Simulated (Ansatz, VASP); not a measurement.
## Two plane-wave programs on EuS

File INCAR:

```
SYSTEM = EuS
PREC     = Accurate       ! precision mode
ENCUT    = 600            ! plane-wave cutoff, eV
EDIFF    = 1E-6           ! SCF threshold, eV
ISMEAR   = -1             ! smearing method
SIGMA    = 0.1            ! smearing width, eV
LREAL    = .FALSE.        ! projectors in reciprocal space
LASPH    = .TRUE.         ! aspherical terms in the spheres
NELM     = 200            ! most SCF steps
ALGO     = Normal         ! electronic algorithm
ISIF     = 2              ! what is computed and relaxed
LWAVE    = .FALSE.        ! write WAVECAR
LCHARG   = .FALSE.        ! write CHGCAR
ISPIN    = 2              ! spin polarisation
MAGMOM   = 4.9 0          ! initial moments
LORBIT   = 11             ! projections on sites
LMAXMIX  = 6              ! l up to which the mixer works
LDAU     = .TRUE.         ! DFT+U
LDAUTYPE = 2            
LDAUL    = 3 -1           ! shell
LDAUU    = 5 0            ! U, eV
LDAUJ    = 0 0          
LDAUPRINT= 1            
GGA      = PE             ! functional
NBANDS   = 22             ! bands
GGA_COMPAT= .FALSE.
```

File KPOINTS:

```
Automatic mesh
0
G
  7 7 7
  0 0 0
```

POSCAR

```
EuS
1.0
    0.0000000000      2.9517855565      2.9517855565
    2.9517855565      0.0000000000      2.9517855565
    2.9517855565      2.9517855565      0.0000000000
Eu S
1 1
Direct
    0.0000000000      0.0000000000      0.0000000000
    0.5000000000      0.5000000000      0.5000000000
```

Input for Ansatz:

```yaml
crystal:
  lattice:
    - [0.0, 2.9517855564600413, 2.9517855564600413]
    - [2.9517855564600413, 0.0, 2.9517855564600413]
    - [2.9517855564600413, 2.9517855564600413, 0.0]
  atoms:
    - { symbol: Eu, position: [0.0, 0.0, 0.0], spin: 4.9 }
    - { symbol: S, position: [0.5, 0.5, 0.5] }
basis:
  ecutwfc: 500.0
kpoints:
  mp_grid:
    grid: [7, 7, 7]
hamiltonian:
  xc: pbe
  hubbard:
    - { species: Eu, l: f, u_eff: 5.0 }
magnetization:
  spin_polarized: true
scf:
  convergence:
    dr2_threshold: 1.0e-07
  occupations:
    method: fermi_dirac
    width: 0.1
output:
  stress: true
```

Alike in both runs: task single point; functional PBE; k mesh 7 × 7 × 7; occupations fermi-dirac, width 0.1 eV; collinear spin; Hubbard terms Eu f U = 5.0 eV.

```csv
,VASP,Ansatz
version,VASP 6.6.1,Ansatz 0.2.0
potentials or method,"VASP PAW PBE potentials, release 64 (Eu, S), cutoff 600 eV","plane waves, PAW"
valence electrons in the cell,23,23
```

Ansatz gave:

| Quantity | Value |
| --- | --- |
| gap on the k mesh at the Fermi level (eV) | none |
| pressure (GPa) | 1.9 |
| net moment per atom (μB) | 3.50 |
| size of the moment on the site where the two differ most (μB) | 6.85 |

Problem. Which values does VASP return?

Solution. gap on the k mesh at the Fermi level (eV): none; pressure (GPa): 1.9; net moment per atom (μB): 3.50; size of the moment on the site where the two differ most (μB): 6.70.

Site moments also hang on the region over which each program counts them. The programs project onto different local orbitals, so the same U acts differently, and such runs can settle in different states. A gap of «none» marks a metal or a gap that the smearing closes. Ansatz's warnings: given moment on shells, stability check not made, stress scf threshold loose.

Neither program's run includes spin-orbit coupling.
